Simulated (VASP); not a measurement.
**MoS2: single point with LDA**

Crystal: MoS2.

```xyz
9
Lattice="2.9433 0.0000 0.0000 -1.4716 2.5489 0.0000 0.0000 0.0000 16.5484" Properties=species:S:1:pos:R:3 pbc="T T T"
Mo    0.0000    1.6993    5.3372
Mo    0.0000    1.6993   11.2112
Mo    1.4716    0.8496    0.0000
S     1.4716    0.8496    3.7585
S     1.4716    0.8496    9.6433
S     0.0000    1.6993   14.9724
S     1.4716    0.8496    6.9052
S     1.4716    0.8496   12.7899
S     0.0000    1.6993    1.5761
```

| Property | Result |
| --- | --- |
| Program | VASP 6.6.1 |
| Task | single point |
| Functional | LDA |
| Potentials or basis | VASP PAW LDA potentials, release 64 (Mo_sv, S) |
| Cutoff | 520 eV |
| k mesh | 7 × 7 × 1 |
| Occupations | fermi-dirac, width 0.05 eV |
| Spin | no spin polarisation |
| Dipole correction | no |
| Further INCAR settings | ALGO = Normal; EDIFF = 1e-06; NBANDS = 49 |

```json
{"Pressure": "30.2 GPa", "Largest force": "0.008 eV/Å", "Band gap on the k mesh": "zero (bands 39 and 40 overlap by 0.12 eV)"}
```

Forces on the atoms (eV/Å):
```
Mo   0.000  0.000  0.008
Mo   0.000  0.000 -0.008
Mo   0.000  0.000  0.000
S    0.000  0.000  0.000
S    0.000  0.000 -0.002
S    0.000  0.000  0.002
S    0.000  0.000  0.002
S    0.000  0.000  0.000
S    0.000  0.000 -0.002
```

Levels at points of the mesh, in eV from the Fermi level:
```csv
k point,band 37,band 38,band 39,band 40,band 41,band 42
"(0.00, 0.00, 0.00)",-0.94,0.05,0.17,1.76,1.76,1.91
```

Wall time 67 s on 1 thread of Intel(R) Xeon(R) Platinum 8488C (Sapphire Rapids), on a shared host, peak memory 0.22 GiB.

Caveat: the k points lie up to 0.38 Å⁻¹ apart.
